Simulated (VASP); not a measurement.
# Cu (Fm-3m) in VASP: further runs, part 2 of 2

VASP 6.6.1. The steps go on from the part before.

## Step 4: Single point, PBE

Input file INCAR:

```
SYSTEM = Cu
PREC = Accurate
ENCUT = 520
EDIFF = 1E-7
ISMEAR = -1
SIGMA = 0.1
LREAL = .FALSE.
LASPH = .TRUE.
NELM = 60
ALGO = Normal
ISIF = 2
LWAVE = .FALSE.
LCHARG = .FALSE.
GGA = PE
NBANDS = 12
```

Input file KPOINTS:

```
regular mesh
0
G
  21 21 21
  0 0 0
```

Input file POSCAR:

```
Cu
1.0
    0.0000000000      1.8145751207      1.8145751207
    1.8145751207      0.0000000000      1.8145751207
    1.8145751207      1.8145751207      0.0000000000
Cu
1
Direct
    0.0000000000      0.0000000000      0.0000000000
```

Potentials or basis: VASP PAW PBE potentials, release 64 (Cu).

Launch:

```sh
cat potpaw_PBE.64/Cu/POTCAR > POTCAR
mpirun -np 1 vasp_std > vasp.out
```

OUTCAR:

```text
SYSTEM = Cu
   PREC = Accurate
   ENCUT = 520
   EDIFF = 1E-7
   ISMEAR = -1
   LREAL = .FALSE.
   LASPH = .TRUE.
   NELM = 60
   ISIF = 2
   GGA = PE

 ion  position               nearest neighbor table
   1  0.000  0.000  0.000-

  LATTYP: Found a face centered cubic cell.
 ALAT       =     3.6291502414

  Lattice vectors:

 A1 = (   0.0000000000,   1.8145751207,   1.8145751207)
 A2 = (   1.8145751207,   0.0000000000,   1.8145751207)
 A3 = (   1.8145751207,   1.8145751207,   0.0000000000)

Analysis of symmetry for initial positions (statically):
=====================================================================
 Subroutine PRICEL returns:
 Original cell was already a primitive cell.

 Routine SETGRP: Setting up the symmetry group for a
 face centered cubic supercell.

 Subroutine GETGRP returns: Found 48 space group operations
 (whereof 48 operations were pure point group operations)
 out of a pool of 48 trial point group operations.

The static configuration has the point symmetry O_h .

Analysis of symmetry for dynamics (positions and initial velocities):
[... 165 lines left out ...]
      1      -1.8215      2.00000
      2       4.4448      2.00000
      3       4.4448      2.00000
      4       4.4448      2.00000
      5       5.2515      2.00000
      6       5.2515      2.00000
      7      29.9413      0.00000
      8      32.4943      0.00000
      9      32.4943      0.00000
     10      32.4943      0.00000
     11      34.9763      0.00000
     12      34.9763      0.00000
[... 331 lines left out ...]
 k-point    24 :      -0.3810    0.0476    0.0000
  band No.  band energies     occupation
      1       2.2021      2.00000
      2       4.4415      2.00000
      3       4.4796      2.00000
      4       4.9795      2.00000
      5       5.6445      2.00000
      6       5.9824      2.00000
      7      13.4936      0.00000
      8      27.2315      0.00000
      9      29.2306      0.00000
     10      29.9854      0.00000
     11      32.6273      0.00000
     12      34.1373      0.00000

 [... further k-points ...]

------------------------ aborting loop because EDIFF is reached ----------------------------------------

  FORCE on cell =-STRESS in cart. coord.  units (eV):
  Direction    XX          YY          ZZ          XY          YZ          ZX
  --------------------------------------------------------------------------------------
  -------------------------------------------------------------------------------------
  Total        0.0439237      0.0439237      0.0439237     -0.0000000      0.0000000     -0.0000000
  in kB        5.8891709      5.8891709      5.8891709     -0.0000000      0.0000000     -0.0000000
  external PRESSURE =       5.8891709 kB  Pullay stress =       0.0000000 kB

 VOLUME and BASIS-vectors are now :
 -----------------------------------------------------------------------------
  energy-cutoff  :      520.00
  volume of cell :       11.95
      direct lattice vectors                 reciprocal lattice vectors
     0.000000000  1.814575121  1.814575121    -0.275546597  0.275546597  0.275546597
     1.814575121  0.000000000  1.814575121     0.275546597 -0.275546597  0.275546597
     1.814575121  1.814575121  0.000000000     0.275546597  0.275546597 -0.275546597

 POSITION                                       TOTAL-FORCE (eV/Angst)
 -----------------------------------------------------------------------------------
      0.00000      0.00000      0.00000         0.000000      0.000000      0.000000
 -----------------------------------------------------------------------------------
    total drift:                               -0.000000     -0.000000     -0.000000

  FREE ENERGIE OF THE ION-ELECTRON SYSTEM (eV)
  ---------------------------------------------------
  free  energy   TOTEN  =        -3.7319175175 eV

  energy  without entropy=       -3.7208914398  energy(sigma->0) =       -3.72640448
```

OSZICAR:

```text
N       E                     dE             d eps       ncg     rms          rms(c)
DAV:   1     0.434635626835E+02    0.43464E+02   -0.53752E+03  7520   0.154E+03
DAV:   2    -0.326653092656E+01   -0.46730E+02   -0.43107E+02  7060   0.206E+02
DAV:   3    -0.462461092801E+01   -0.13581E+01   -0.13392E+01  8104   0.401E+01
DAV:   4    -0.463317792723E+01   -0.85670E-02   -0.85649E-02  7780   0.281E+00
DAV:   5    -0.463325552831E+01   -0.77601E-04   -0.77602E-04  8188   0.273E-01    0.768E+00
DAV:   6    -0.412297148236E+01    0.51028E+00   -0.14710E+01  8208   0.724E+01    0.401E+00
DAV:   7    -0.374417095467E+01    0.37880E+00   -0.23562E+00  8232   0.289E+01    0.576E-01
DAV:   8    -0.373350606710E+01    0.10665E-01   -0.45486E-03  7916   0.978E-01    0.301E-01
DAV:   9    -0.373191663804E+01    0.15894E-02   -0.98456E-03  8540   0.172E+00    0.299E-02
DAV:  10    -0.373191842136E+01   -0.17833E-05   -0.41113E-05 10196   0.105E-01    0.813E-03
DAV:  11    -0.373191745587E+01    0.96549E-06   -0.82063E-07  8492   0.159E-02    0.312E-04
DAV:  12    -0.373191751752E+01   -0.61651E-07   -0.12015E-08  4736   0.140E-03
   1 F= -.37319175E+01 E0= -.37264045E+01  d E =-.110261E-01
```

stdout:

```text
POSCAR found type information on POSCAR Cu
 POSCAR found :  1 types and       1 ions
 scaLAPACK will be used
 LDA part: xc-table for (Slater+PW92), standard interpolation
 POSCAR, INCAR and KPOINTS ok, starting setup
 FFT: planning ... GRIDC
 FFT: planning ... GRID_SOFT
 FFT: planning ... GRID
 WAVECAR not read
 entering main loop
```

Wall time 81 s (1 thread of AMD EPYC 7R13, shared host); peak memory 0.12 GiB.

What came out:

| Property | Result |
| --- | --- |
| Free energy | -3.7319 eV |
| Pressure | 0.6 GPa |

Levels at points of the mesh, in eV from the Fermi level:
| k point | band 4 | band 5 | band 6 | band 7 | band 8 | band 9 |
| --- | --- | --- | --- | --- | --- | --- |
| (0.00, 0.00, 0.00) | -3.02 | -2.22 | -2.22 | 22.47 | 25.03 | 25.03 |

## Step 5: Single point, PBE

Input file INCAR:

```
SYSTEM = Cu
  PREC = Accurate
  ENCUT = 520
  EDIFF = 1E-7
  ISMEAR = -1
  SIGMA = 0.1
  LREAL = .False.
  LASPH = .True.
  NELM = 80
  ALGO = Normal
  ISIF = 2
  LWAVE = .False.
  LCHARG = .False.
  GGA = PE
  NBANDS = 12
```

Input file KPOINTS:

```
regular mesh
0
Gamma
  24 24 24
  0 0 0
```

POSCAR is that of step 4.

Potentials or basis: VASP PAW PBE potentials, release 64 (Cu).

Launch:

```sh
cat potpaw_PBE.64/Cu/POTCAR > POTCAR
mpirun -np 1 vasp_std > vasp.out
```

OUTCAR:

```text
SYSTEM = Cu
   PREC = Accurate
   ENCUT = 520
   EDIFF = 1E-7
   ISMEAR = -1
   LREAL = .False.
   LASPH = .True.
   NELM = 80
   ISIF = 2
   GGA = PE

 ion  position               nearest neighbor table
   1  0.000  0.000  0.000-

  LATTYP: Found a face centered cubic cell.
 ALAT       =     3.6291502414

  Lattice vectors:

 A1 = (   0.0000000000,   1.8145751207,   1.8145751207)
 A2 = (   1.8145751207,   0.0000000000,   1.8145751207)
 A3 = (   1.8145751207,   1.8145751207,   0.0000000000)

Analysis of symmetry for initial positions (statically):
=====================================================================
 Subroutine PRICEL returns:
 Original cell was already a primitive cell.

 Routine SETGRP: Setting up the symmetry group for a
 face centered cubic supercell.

 Subroutine GETGRP returns: Found 48 space group operations
 (whereof 48 operations were pure point group operations)
 out of a pool of 48 trial point group operations.

The static configuration has the point symmetry O_h .

Analysis of symmetry for dynamics (positions and initial velocities):
=====================================================================
 Subroutine PRICEL returns:
 Original cell was already a primitive cell.

 Routine SETGRP: Setting up the symmetry group for a
 face centered cubic supercell.

 Subroutine GETGRP returns: Found 48 space group operations
 (whereof 48 operations were pure point group operations)
 out of a pool of 48 trial point group operations.

The dynamic configuration has the point symmetry O_h .

 Subroutine INISYM returns: Found 48 space group operations
 (whereof 48 operations are pure point group operations),
 and found     1 'primitive' translations

----------------------------------------------------------------------------------------

                                     Primitive cell

  volume of cell :      11.9496

  direct lattice vectors                    reciprocal lattice vectors
     0.000000000  1.814575121  1.814575121    -0.275546597  0.275546597  0.275546597
     1.814575121  0.000000000  1.814575121     0.275546597 -0.275546597  0.275546597
     1.814575121  1.814575121  0.000000000     0.275546597  0.275546597 -0.275546597

  length of vectors
     2.566196746  2.566196746  2.566196746     0.477260706  0.477260706  0.477260706

  position of ions in fractional coordinates (direct lattice)
     0.000000000  0.000000000  0.000000000

  ion indices of the primitive-cell ions
   primitive index   ion index
                 1           1

----------------------------------------------------------------------------------------

 KPOINTS: regular mesh

Automatic generation of k-mesh.
 Grid dimensions read from file:
 generate k-points for:   24   24   24

 Generating k-lattice:

  Cartesian coordinates                     Fractional coordinates (reciprocal lattice)
    -0.011481108  0.011481108  0.011481108     0.041666667  0.000000000  0.000000000
     0.011481108 -0.011481108  0.011481108     0.000000000  0.041666667  0.000000000
     0.011481108  0.011481108 -0.011481108     0.000000000  0.000000000  0.041666667

  Length of vectors
     0.019885863  0.019885863  0.019885863

  Shift w.r.t. Gamma in fractional coordinates (k-lattice)
     0.000000000  0.000000000  0.000000000

 Subroutine IBZKPT returns following result:
 ===========================================

 Found    413 irreducible k-points:

 Following reciprocal coordinates:
            Coordinates               Weight
  0.000000  0.000000  0.000000      1.000000
  0.041667  0.000000  0.000000      8.000000
  0.083333  0.000000  0.000000      8.000000
  0.125000  0.000000  0.000000      8.000000
  0.166667  0.000000  0.000000      8.000000
  0.208333  0.000000  0.000000      8.000000
[... 16 lines left out ...]
  0.416667  0.041667  0.000000     24.000000
  0.458333  0.041667  0.000000     24.000000
 [... further k-points ...]
   k-points           NKPTS =    413   k-points in BZ     NKDIM =    413   number of bands    NBANDS=     12
   number of dos      NEDOS =    301   number of ions     NIONS =      1
   total plane-waves  NPLWV =   8000
   dimension x,y,z NGX =    20 NGY =   20 NGZ =   20
   dimension x,y,z NGXF=    40 NGYF=   40 NGZF=   40
   ions per type =               1
   NGX,Y,Z   is equivalent  to a cutoff of  12.96, 12.96, 12.96 a.u.
   NGXF,Y,Z  is equivalent  to a cutoff of  25.91, 25.91, 25.91 a.u.
 SYSTEM =  Cu
   PREC   = accura    normal or accurate (medium, high low for compatibility)
   ISTART =      0    job   : 0-new  1-cont  2-samecut
   ICHARG =      2    charge: 1-file 2-atom 10-const
   ISPIN  =      1    spin polarized calculation?
   LNONCOLLINEAR =      F non collinear calculations
   LSORBIT =      F    spin-orbit coupling
   LASPH  =      T    aspherical Exc in radial PAW
   ENCUT  =  520.0 eV  38.22 Ry    6.18 a.u.   4.77  4.77  4.77*2*pi/ulx,y,z
   NELM   =     80;   NELMIN=  2; NELMDL= -5     # of ELM steps
   EDIFF  = 0.1E-06   stopping-criterion for ELM
   LREAL  =      F    real-space projection
   EDIFFG = 0.1E-05   stopping-criterion for IOM
   NSW    =      0    number of steps for IOM
   IBRION =     -1    ionic relax: 0-MD 1-quasi-New 2-CG
   NFREE  =      0    steps in history (QN), initial steepest desc. (CG)
   ISIF   =      2    stress and relaxation
   ISYM   =      2    0-nonsym 1-usesym 2-fastsym
   POTIM  = 0.5000    time-step for ionic-motion
   TEBEG  =    0.0;   TEEND  =   0.0 temperature during run
   PSTRESS=    0.0 pullay stress
   NELECT =      11.0000    total number of electrons
   NUPDOWN=      -1.0000    fix difference up-down
   EMIN   =  10.00;   EMAX   =-10.00  energy-range for DOS
   EFERMI =   0.00;   METHOD = LEGACY
   ISMEAR =    -1;   SIGMA  =   0.10  broadening in eV -4-tet -1-fermi 0-gaus
   EFERMI_NEDOS =   21; number of points for ismear=-14 and -15
   IALGO  =     38    algorithm
   IMIX   =      4    mixing-type and parameters
     AMIX     =   0.40;   BMIX     =  1.00
     AMIX_MAG =   1.60;   BMIX_MAG =  1.00
  volume/ion in A,a.u.               =      11.95        80.64
  Fermi-wavevector in a.u.,A,eV,Ry     =   1.592529  3.009444 34.506411  2.536150
  Thomas-Fermi vector in A             =   2.690900
   LORBIT       =      0    0 simple, 1 ext, 2 COOP (PROOUT), +10 PAW based schemes
   GGA     = PE    functional components
   LHFCALC =     F    Hartree Fock is set to
   AEXX    =    0.0000 exact exchange contribution
   IVDW    =     0    specifies the selected vdW correction
   LEPSILON=     F    determine dielectric tensor
   LRPA    =     F    only Hartree local field effects (RPA)
 non-spin polarized calculation
  energy-cutoff  :      520.00
  volume of cell :       11.95
 maximum number of plane-waves:       332
   NGX =  9   NGY =  9   NGZ =  9

 number of electron      10.9999998 magnetization

 Free energy of the ion-electron system (eV)
  ---------------------------------------------------
  ext. energy  EPLUGINS =         0.00000000
  ---------------------------------------------------
  free energy    TOTEN  =        -3.73311291 eV

  energy without entropy =       -3.72393643  energy(sigma->0) =       -3.72852467

 E-fermi :   7.4576     XC(G=0): -12.6581

 val. band max:        7.4469936314   @ k =   0.5000   0.1667   0.0417
 cond. band min:       7.4931670457   @ k =   0.5000   0.2500   0.0833
 fundamental gap:      0.0461734143
 Fermi energy:         7.4576055283

 k-point     1 :       0.0000    0.0000    0.0000
  band No.  band energies     occupation
      1      -1.8213      2.00000
      2       4.4482      2.00000
      3       4.4482      2.00000
      4       4.4482      2.00000
      5       5.2552      2.00000
      6       5.2552      2.00000
      7      29.9413      0.00000
      8      32.4946      0.00000
      9      32.4946      0.00000
     10      32.4946      0.00000
     11      34.9772      0.00000
     12      34.9772      0.00000
[... 331 lines left out ...]
 k-point    24 :       0.4583    0.0417    0.0000
  band No.  band energies     occupation
      1       2.3974      2.00000
      2       4.4067      2.00000
      3       4.4524      2.00000
      4       5.4212      2.00000
      5       5.8014      2.00000
      6       6.3324      1.99997
      7      11.9656      0.00000
      8      28.1033      0.00000
      9      28.5251      0.00000
     10      29.1299      0.00000
     11      33.0472      0.00000
     12      33.3830      0.00000

 [... further k-points ...]

------------------------ aborting loop because EDIFF is reached ----------------------------------------

  FORCE on cell =-STRESS in cart. coord.  units (eV):
  Direction    XX          YY          ZZ          XY          YZ          ZX
  --------------------------------------------------------------------------------------
  -------------------------------------------------------------------------------------
  Total        0.0459212      0.0459212      0.0459212     -0.0000000     -0.0000000      0.0000000
  in kB        6.1569996      6.1569996      6.1569996     -0.0000000     -0.0000000      0.0000000
  external PRESSURE =       6.1569996 kB  Pullay stress =       0.0000000 kB

 VOLUME and BASIS-vectors are now :
 -----------------------------------------------------------------------------
  energy-cutoff  :      520.00
  volume of cell :       11.95
      direct lattice vectors                 reciprocal lattice vectors
     0.000000000  1.814575121  1.814575121    -0.275546597  0.275546597  0.275546597
     1.814575121  0.000000000  1.814575121     0.275546597 -0.275546597  0.275546597
     1.814575121  1.814575121  0.000000000     0.275546597  0.275546597 -0.275546597

 POSITION                                       TOTAL-FORCE (eV/Angst)
 -----------------------------------------------------------------------------------
      0.00000      0.00000      0.00000         0.000000     -0.000000      0.000000
 -----------------------------------------------------------------------------------
    total drift:                               -0.000000     -0.000000     -0.000000

  FREE ENERGIE OF THE ION-ELECTRON SYSTEM (eV)
  ---------------------------------------------------
  free  energy   TOTEN  =        -3.7331129133 eV

  energy  without entropy=       -3.7239364259  energy(sigma->0) =       -3.72852467
```

OSZICAR:

```text
N       E                     dE             d eps       ncg     rms          rms(c)
DAV:   1     0.430369598254E+02    0.43037E+02   -0.54095E+03 10888   0.152E+03
DAV:   2    -0.326912199653E+01   -0.46306E+02   -0.42760E+02 10220   0.206E+02
DAV:   3    -0.462456296705E+01   -0.13554E+01   -0.13428E+01 11624   0.401E+01
DAV:   4    -0.463332979294E+01   -0.87668E-02   -0.87657E-02 11252   0.284E+00
DAV:   5    -0.463341358791E+01   -0.83795E-04   -0.83795E-04 11776   0.282E-01    0.767E+00
DAV:   6    -0.412458185063E+01    0.50883E+00   -0.14692E+01 11800   0.724E+01    0.400E+00
DAV:   7    -0.374523484739E+01    0.37935E+00   -0.23511E+00 11832   0.289E+01    0.568E-01
DAV:   8    -0.373479242220E+01    0.10442E-01   -0.46219E-03 11576   0.105E+00    0.310E-01
DAV:   9    -0.373311308116E+01    0.16793E-02   -0.10466E-02 12288   0.177E+00    0.312E-02
DAV:  10    -0.373311372995E+01   -0.64878E-06   -0.46127E-05 14756   0.114E-01    0.789E-03
DAV:  11    -0.373311286735E+01    0.86259E-06   -0.70353E-07 12192   0.142E-02    0.344E-04
DAV:  12    -0.373311291329E+01   -0.45932E-07   -0.13189E-08  6888   0.157E-03
   1 F= -.37331129E+01 E0= -.37285247E+01  d E =-.917649E-02
```

stdout:

```text
POSCAR found type information on POSCAR Cu
 POSCAR found :  1 types and       1 ions
 scaLAPACK will be used
 LDA part: xc-table for (Slater+PW92), standard interpolation
 POSCAR, INCAR and KPOINTS ok, starting setup
 FFT: planning ... GRIDC
 FFT: planning ... GRID_SOFT
 FFT: planning ... GRID
 WAVECAR not read
 entering main loop
```

Run time: 2 min. Hardware: 1 thread of AMD EPYC 7R13, shared host; peak memory 0.14 GiB.

What came out:

```yaml
Free_energy: -3.7331 eV
Pressure: 0.6 GPa
```

## Step 6: The runs side by side

| k mesh | smearing | gap on the mesh (eV) | pressure (GPa) |
| --- | --- | --- | --- |
| 15 × 15 × 15 | methfessel-paxton 1 eV | none | -0.6 |
| 16 × 16 × 16 | fermi-dirac 0.1 eV | none | 0.7 |
| 21 × 21 × 21 | fermi-dirac 0.1 eV | none | 0.6 |
| 24 × 24 × 24 | fermi-dirac 0.1 eV | none | 0.6 |

Alike in all rows: task single point; level PBE; potentials or basis VASP PAW PBE potentials, release 64 (Cu); no spin polarisation; cell as given; cutoff (eV) 520.

Every run on the cell as given and a fine mesh finds a metal.

Absolute energies hang on the potentials; compare differences alone.
